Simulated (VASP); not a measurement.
A run of VASP 6.6.1:

The input INCAR:

```
ALGO     = Fast           # electronic algorithm
EDIFF    = 1E-7           # SCF threshold, eV
ENCUT    = 520            # plane-wave cutoff, eV
GGA      = PE             # functional
ISIF     = 2              # what is computed and relaxed
ISMEAR   = 0              # smearing method
IVDW     = 12             # dispersion correction
LASPH    = T              # aspherical terms in the spheres
LCHARG   = T              # write CHGCAR
LELF     = T              # ELF
LREAL    = F              # projectors in reciprocal space
LVHAR    = T            
LWAVE    = F              # write WAVECAR
NBANDS   = 9              # bands
NELM     = 100            # most SCF steps
PREC     = Accurate       # precision mode
SIGMA    = 0.15           # smearing width, eV
```

KPOINTS

```
k-points
0
Gamma
  24 24 12
```

POSCAR

```
Be
1.0
    2.2141966284      0.0000000000      0.0000000000
   -1.1070983142      1.9175505292      0.0000000000
    0.0000000000      0.0000000000      3.5001053904
Be
2
Direct
    0.2584839205      0.6425212795      0.2500000000
    0.7415160795      0.3574787205      0.7500000000
```

Potentials or basis: VASP PAW PBE potentials, release 64 (Be).

Command:

```sh
$ cat potpaw_PBE.64/Be/POTCAR > POTCAR
$ mpirun -np 1 vasp_std > vasp.out
```

Hardware: 1 thread of Oxide Virtual Turin-like Processor, with other jobs on the host.

**Question.** Estimate the wall time of this run.

**Answer.** Run time: 4 min on 1 thread of Oxide Virtual Turin-like Processor, with other jobs on the host, peak memory 0.3 GiB. Counts: scf iterations 12, k points 2030.
